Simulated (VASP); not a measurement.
# F (Fm-3m) in VASP: notebook

F is run at these levels: PBE; tasks: single point, relaxation of cell and atoms.

All numbers are computed with VASP 6.6.1; they aren't measurements. Logs are shortened: lines on timing, memory, paths and dates and some standing lists are left out, and cuts for length are marked.

**1. The cell of the first run**

The structure is cubic, space group Fm-3m (No. 225). Conventional cell: a = 2.560 Å, b = 2.560 Å, c = 2.560 Å, α = 90.00°, β = 90.00°, γ = 90.00°. F (site symmetry m-3m) has 12 F at 1.81 Å within 2.4 Å.

**2. Single point, PBE**

INCAR

```
PREC     = Accurate       # precision mode
ENCUT    = 520            # plane-wave cutoff, eV
EDIFF    = 1E-7           # SCF threshold, eV
ISMEAR   = -1             # smearing method
SIGMA    = 0.08           # smearing width, eV
LREAL    = False          # projectors in reciprocal space
LASPH    = True           # aspherical terms in the spheres
NELM     = 80             # most SCF steps
ALGO     = Normal         # electronic algorithm
ISIF     = 2              # what is computed and relaxed
LWAVE    = False          # write WAVECAR
LCHARG   = False          # write CHGCAR
GGA      = PE             # functional
NBANDS   = 10             # bands
```

KPOINTS

```
Automatic mesh
0
Gamma
  24 24 24
```

POSCAR

```
F
1.0
    0.0000000000      1.2802154322      1.2802154322
    1.2802154322      0.0000000000      1.2802154322
    1.2802154322      1.2802154322      0.0000000000
F
1
Direct
    0.0000000000      0.0000000000      0.0000000000
```

Potentials or basis: VASP PAW PBE potentials, release 64 (F).

On the command line:

```console
$ cat potpaw_PBE.64/F/POTCAR > POTCAR
$ mpirun -np 1 vasp_std > vasp.out
```

OUTCAR:

```text
PREC = Accurate
   ENCUT = 520
   EDIFF = 1E-7
   ISMEAR = -1
   LREAL = False
   LASPH = True
   NELM = 80
   ISIF = 2
   GGA = PE

 ion  position               nearest neighbor table
   1  0.000  0.000  0.000-

  LATTYP: Found a face centered cubic cell.
 ALAT       =     2.5604308644

  Lattice vectors:

 A1 = (   0.0000000000,   1.2802154322,   1.2802154322)
 A2 = (   1.2802154322,   0.0000000000,   1.2802154322)
 A3 = (   1.2802154322,   1.2802154322,   0.0000000000)

Analysis of symmetry for initial positions (statically):
=====================================================================
 Subroutine PRICEL returns:
 Original cell was already a primitive cell.

 Routine SETGRP: Setting up the symmetry group for a
 face centered cubic supercell.

 Subroutine GETGRP returns: Found 48 space group operations
 (whereof 48 operations were pure point group operations)
 out of a pool of 48 trial point group operations.

The static configuration has the point symmetry O_h .

Analysis of symmetry for dynamics (positions and initial velocities):
=====================================================================
 Subroutine PRICEL returns:
 Original cell was already a primitive cell.

 Routine SETGRP: Setting up the symmetry group for a
 face centered cubic supercell.

 Subroutine GETGRP returns: Found 48 space group operations
 (whereof 48 operations were pure point group operations)
 out of a pool of 48 trial point group operations.

The dynamic configuration has the point symmetry O_h .

 Subroutine INISYM returns: Found 48 space group operations
 (whereof 48 operations are pure point group operations),
 and found     1 'primitive' translations

----------------------------------------------------------------------------------------

                                     Primitive cell

  volume of cell :       4.1964

  direct lattice vectors                    reciprocal lattice vectors
     0.000000000  1.280215432  1.280215432    -0.390559266  0.390559266  0.390559266
     1.280215432  0.000000000  1.280215432     0.390559266 -0.390559266  0.390559266
     1.280215432  1.280215432  0.000000000     0.390559266  0.390559266 -0.390559266

  length of vectors
     1.810498027  1.810498027  1.810498027     0.676468493  0.676468493  0.676468493

  position of ions in fractional coordinates (direct lattice)
     0.000000000  0.000000000  0.000000000

  ion indices of the primitive-cell ions
   primitive index   ion index
                 1           1

----------------------------------------------------------------------------------------

 KPOINTS: Automatic mesh

Automatic generation of k-mesh.
 Grid dimensions read from file:
 generate k-points for:   24   24   24

 Generating k-lattice:

  Cartesian coordinates                     Fractional coordinates (reciprocal lattice)
    -0.016273303  0.016273303  0.016273303     0.041666667  0.000000000  0.000000000
     0.016273303 -0.016273303  0.016273303     0.000000000  0.041666667  0.000000000
     0.016273303  0.016273303 -0.016273303     0.000000000  0.000000000  0.041666667

  Length of vectors
     0.028186187  0.028186187  0.028186187

  Shift w.r.t. Gamma in fractional coordinates (k-lattice)
     0.000000000  0.000000000  0.000000000

 Subroutine IBZKPT returns following result:
 ===========================================

 Found    413 irreducible k-points:

 Following reciprocal coordinates:
            Coordinates               Weight
  0.000000  0.000000  0.000000      1.000000
  0.041667  0.000000  0.000000      8.000000
  0.083333  0.000000  0.000000      8.000000
  0.125000  0.000000  0.000000      8.000000
  0.166667  0.000000  0.000000      8.000000
  0.208333  0.000000  0.000000      8.000000
[... 16 lines left out ...]
  0.416667  0.041667  0.000000     24.000000
  0.458333  0.041667  0.000000     24.000000
 [... further k-points ...]
   k-points           NKPTS =    413   k-points in BZ     NKDIM =    413   number of bands    NBANDS=     10
   number of dos      NEDOS =    301   number of ions     NIONS =      1
   total plane-waves  NPLWV =   2744
   dimension x,y,z NGX =    14 NGY =   14 NGZ =   14
   dimension x,y,z NGXF=    28 NGYF=   28 NGZF=   28
   ions per type =               1
   NGX,Y,Z   is equivalent  to a cutoff of  12.86, 12.86, 12.86 a.u.
   NGXF,Y,Z  is equivalent  to a cutoff of  25.71, 25.71, 25.71 a.u.
 SYSTEM =  unknown system
   PREC   = accura    normal or accurate (medium, high low for compatibility)
   ISTART =      0    job   : 0-new  1-cont  2-samecut
   ICHARG =      2    charge: 1-file 2-atom 10-const
   ISPIN  =      1    spin polarized calculation?
   LNONCOLLINEAR =      F non collinear calculations
   LSORBIT =      F    spin-orbit coupling
   LASPH  =      T    aspherical Exc in radial PAW
   ENCUT  =  520.0 eV  38.22 Ry    6.18 a.u.   3.37  3.37  3.37*2*pi/ulx,y,z
   NELM   =     80;   NELMIN=  2; NELMDL= -5     # of ELM steps
   EDIFF  = 0.1E-06   stopping-criterion for ELM
   LREAL  =      F    real-space projection
   EDIFFG = 0.1E-05   stopping-criterion for IOM
   NSW    =      0    number of steps for IOM
   IBRION =     -1    ionic relax: 0-MD 1-quasi-New 2-CG
   NFREE  =      0    steps in history (QN), initial steepest desc. (CG)
   ISIF   =      2    stress and relaxation
   ISYM   =      2    0-nonsym 1-usesym 2-fastsym
   POTIM  = 0.5000    time-step for ionic-motion
   TEBEG  =    0.0;   TEEND  =   0.0 temperature during run
   PSTRESS=    0.0 pullay stress
   NELECT =       7.0000    total number of electrons
   NUPDOWN=      -1.0000    fix difference up-down
   EMIN   =  10.00;   EMAX   =-10.00  energy-range for DOS
   EFERMI =   0.00;   METHOD = LEGACY
   ISMEAR =    -1;   SIGMA  =   0.08  broadening in eV -4-tet -1-fermi 0-gaus
   EFERMI_NEDOS =   21; number of points for ismear=-14 and -15
   IALGO  =     38    algorithm
   IMIX   =      4    mixing-type and parameters
     AMIX     =   0.40;   BMIX     =  1.00
     AMIX_MAG =   1.60;   BMIX_MAG =  1.00
  volume/ion in A,a.u.               =       4.20        28.32
  Fermi-wavevector in a.u.,A,eV,Ry     =   1.941546  3.668991 51.288558  3.769603
  Thomas-Fermi vector in A             =   2.971172
   LORBIT       =      0    0 simple, 1 ext, 2 COOP (PROOUT), +10 PAW based schemes
   GGA     = PE    functional components
   LHFCALC =     F    Hartree Fock is set to
   AEXX    =    0.0000 exact exchange contribution
   IVDW    =     0    specifies the selected vdW correction
   LEPSILON=     F    determine dielectric tensor
   LRPA    =     F    only Hartree local field effects (RPA)
 non-spin polarized calculation
  energy-cutoff  :      520.00
  volume of cell :        4.20
 maximum number of plane-waves:       125
 NGX is ok and might be reduce to    14
   NGX =  7   NGY =  7   NGZ =  7

 number of electron       6.9999995 magnetization

 Free energy of the ion-electron system (eV)
  ---------------------------------------------------
  ext. energy  EPLUGINS =         0.00000000
  ---------------------------------------------------
  free energy    TOTEN  =         2.62598084 eV

  energy without entropy =        2.64174085  energy(sigma->0) =        2.63386084

 E-fermi :   9.5100     XC(G=0): -15.9146

 val. band max:        9.5055895037   @ k =  -0.2500   0.0833   0.0000
 cond. band min:       9.5256498181   @ k =  -0.0833   0.0833   0.0000
 fundamental gap:      0.0200603144
 Fermi energy:         9.5100089705

 k-point     1 :       0.0000    0.0000    0.0000
  band No.  band energies     occupation
      1     -23.1044      2.00000
      2      11.5141      0.00000
      3      11.5141      0.00000
      4      11.5141      0.00000
      5      38.5290      0.00000
      6      57.0371      0.00000
      7      57.0371      0.00000
      8      57.0371      0.00000
      9      63.7838      0.00000
     10      75.7511      0.00000

 k-point     2 :       0.0417    0.0000    0.0000
  band No.  band energies     occupation
      1     -23.0165      2.00000
      2      11.2860      0.00000
      3      11.4865      0.00000
      4      11.4865      0.00000
      5      38.6356      0.00000
      6      55.7956      0.00000
      7      57.1435      0.00000
      8      57.1435      0.00000
      9      65.2151      0.00000
     10      73.4610      0.00000

 k-point     3 :       0.0833    0.0000    0.0000
  band No.  band energies     occupation
      1     -22.7535      2.00000
      2      10.6179      0.00000
      3      11.4063      0.00000
      4      11.4063      0.00000
      5      38.9381      0.00000
      6      53.5023      0.00000
      7      57.4241      0.00000
      8      57.4241      0.00000
      9      67.7918      0.00000
     10      71.0521      0.00000

 k-point     4 :       0.1250    0.0000    0.0000
  band No.  band energies     occupation
      1     -22.3194      2.00000
      2       9.5527      0.73952
      3      11.2806      0.00000
      4      11.2806      0.00000
      5      39.3872      0.00000
      6      51.2216      0.00000
      7      57.7494      0.00000
      8      57.7494      0.00000
      9      68.9491      0.00000
     10      69.1926      0.00000

 k-point     5 :       0.1667    0.0000    0.0000
  band No.  band energies     occupation
      1     -21.7180      2.00000
      2       8.1578      2.00000
      3      11.1203      0.00000
      4      11.1203      0.00000
      5      39.9079      0.00000
      6      49.2251      0.00000
      7      57.8851      0.00000
      8      57.8851      0.00000
      9      67.9522      0.00000
     10      68.1413      0.00000

 k-point     6 :       0.2083    0.0000    0.0000
  band No.  band energies     occupation
      1     -20.9595      2.00000
      2       6.5080      2.00000
      3      10.9373      0.00000
      4      10.9373      0.00000
      5      40.4018      0.00000
      6      47.6019      0.00000
      7      57.5968      0.00000
      8      57.5968      0.00000
      9      66.5108      0.00000
     10      68.1266      0.00000
[... 183 lines left out ...]
 k-point    21 :       0.3333    0.0417    0.0000
  band No.  band energies     occupation
      1     -18.2172      2.00000
      2       1.5271      2.00000
      3      10.2098      0.00032
      4      10.4541      0.00001
      5      40.8709      0.00000
      6      45.3741      0.00000
      7      54.3833      0.00000
      8      55.6425      0.00000
      9      64.9066      0.00000
     10      70.5280      0.00000

 k-point    22 :       0.3750    0.0417    0.0000
  band No.  band energies     occupation
      1     -17.0714      2.00000
      2      -0.3243      2.00000
      3      10.0890      0.00144
      4      10.2637      0.00016
      5      40.6668      0.00000
      6      45.1811      0.00000
      7      53.6658      0.00000
      8      54.8406      0.00000
      9      64.2629      0.00000
     10      73.1931      0.00000

 k-point    23 :       0.4167    0.0417    0.0000
  band No.  band energies     occupation
      1     -15.9569      2.00000
      2      -1.9902      2.00000
      3      10.0105      0.00383
      4      10.0976      0.00129
      5      40.4298      0.00000
      6      45.1186      0.00000
      7      53.1659      0.00000
      8      54.1815      0.00000
      9      63.8621      0.00000
     10      76.1319      0.00000

 k-point    24 :       0.4583    0.0417    0.0000
  band No.  band energies     occupation
      1     -15.0282      2.00000
      2      -3.2896      2.00000
      3       9.9648      0.00677
      4       9.9780      0.00575
      5      40.2487      0.00000
      6      45.0889      0.00000
      7      52.8723      0.00000
      8      53.7146      0.00000
      9      63.6487      0.00000
     10      79.1819      0.00000

 [... further k-points ...]

------------------------ aborting loop because EDIFF is reached ----------------------------------------

  FORCE on cell =-STRESS in cart. coord.  units (eV):
  Direction    XX          YY          ZZ          XY          YZ          ZX
  --------------------------------------------------------------------------------------
  -------------------------------------------------------------------------------------
  Total       11.2664416     11.2664416     11.2664416      0.0000000      0.0000000      0.0000000
  in kB     4301.4827156   4301.4827156   4301.4827156      0.0000000      0.0000000      0.0000000
  external PRESSURE =    4301.4827156 kB  Pullay stress =       0.0000000 kB

 VOLUME and BASIS-vectors are now :
 -----------------------------------------------------------------------------
  energy-cutoff  :      520.00
  volume of cell :        4.20
      direct lattice vectors                 reciprocal lattice vectors
     0.000000000  1.280215432  1.280215432    -0.390559266  0.390559266  0.390559266
     1.280215432  0.000000000  1.280215432     0.390559266 -0.390559266  0.390559266
     1.280215432  1.280215432  0.000000000     0.390559266  0.390559266 -0.390559266

 POSITION                                       TOTAL-FORCE (eV/Angst)
 -----------------------------------------------------------------------------------
      0.00000      0.00000      0.00000         0.000000     -0.000000     -0.000000
 -----------------------------------------------------------------------------------
    total drift:                               -0.000000     -0.000000     -0.000000

  FREE ENERGIE OF THE ION-ELECTRON SYSTEM (eV)
  ---------------------------------------------------
  free  energy   TOTEN  =         2.6259808418 eV

  energy  without entropy=        2.6417408451  energy(sigma->0) =        2.63386084
```

Run time: 26 s. Hardware: 1 thread of AMD EPYC 7R13, shared host; peak memory 0.09 GiB.

What came out:

```yaml
Free_energy: 2.6260 eV
Pressure: 430.1 GPa
Band_gap_on_the_k_mesh: zero (an odd number of electrons rules out a gap without spin polarisation)
```

Caveat: the cell stands under pressure; an odd number of electrons without spin polarisation forces a metal; a magnetic or distorted state may lie lower.

(Part 1 of 2 ends here.)
